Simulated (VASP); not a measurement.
Here is a VASP 6.6.1 calculation.

The input INCAR:

```
  ALGO = Normal
  EDIFF = 1E-6
  EDIFFG = -0.005
  ENCUT = 600
  GGA = PE
  IBRION = 2
  ISIF = 3
  ISMEAR = 0
  IVDW = 12
  LASPH = T
  LCHARG = F
  LREAL = F
  LWAVE = F
  NELM = 60
  NSW = 100
  PREC = Accurate
  SIGMA = 0.02
```

Contents of KPOINTS:

```
k-points
0
Gamma
  4 4 4
```

Contents of POSCAR:

```
CO2
1.0
    5.6711123368      0.0000000000      0.0000000000
    0.0000000000      5.6711123368      0.0000000000
    0.0000000000      0.0000000000      5.6711123368
C O
4 8
Direct
    0.0000000000      0.0000000000      0.0000000000
    0.5000000000      0.0000000000      0.5000000000
    0.5000000000      0.5000000000      0.0000000000
    0.0000000000      0.5000000000      0.5000000000
    0.1190348168      0.1190348168      0.1190348168
    0.3809651832      0.8809651832      0.6190348168
    0.6190348168      0.3809651832      0.8809651832
    0.8809651832      0.6190348168      0.3809651832
    0.8809651832      0.8809651832      0.8809651832
    0.6190348168      0.1190348168      0.3809651832
    0.3809651832      0.6190348168      0.1190348168
    0.1190348168      0.3809651832      0.6190348168
```

Potentials or basis: VASP PAW PBE potentials, release 64 (C, O).

Launch:

```console
$ cat potpaw_PBE.64/C/POTCAR potpaw_PBE.64/O/POTCAR > POTCAR
$ mpirun -np 1 vasp_std > vasp.out
```

(1) Estimate the relaxed cell.

(2) Estimate the band gap on the k mesh.

Answers

(1) a = 5.618 Å, b = 5.618 Å, c = 5.618 Å, α = 90.00°, β = 90.00°, γ = 90.00°.

(2) 6.72 eV.
